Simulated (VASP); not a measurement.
The system is SnSe.

```
Sn Se
1.0
     0.00000    2.96932    2.96932
     2.96932    0.00000    2.96932
     2.96932    2.96932    0.00000
Sn Se
1 1
Cartesian
  0.0000 0.0000 0.0000
  2.9693 2.9693 2.9693
```

Base run:

```yaml
Program: VASP 6.6.1
Functional: r2SCAN
Dispersion: D4
Potentials_or_basis: VASP PAW PBE potentials, release 64 (Sn_d, Se)
Cutoff: 520 eV
k_mesh: 8 × 8 × 8
Occupations: fermi-dirac, width 0.05 eV
Spin: no spin polarisation
```

Its results: band gap on the k mesh 0.65 eV, direct; pressure 1.4 GPa.

Task: The run is repeated on the same cell with these changes: functional from r2SCAN to PBE. What comes out?

Result: Band gap on the k mesh 0.73 eV, indirect (least direct gap 0.77 eV); pressure 0.9 GPa.

Caveats: spin-orbit coupling is left out, which moves the levels of the heavy elements; the PAW data sets were made with another functional, which shifts forces and pressure a little (some runs).

A k mesh can miss the band edges.
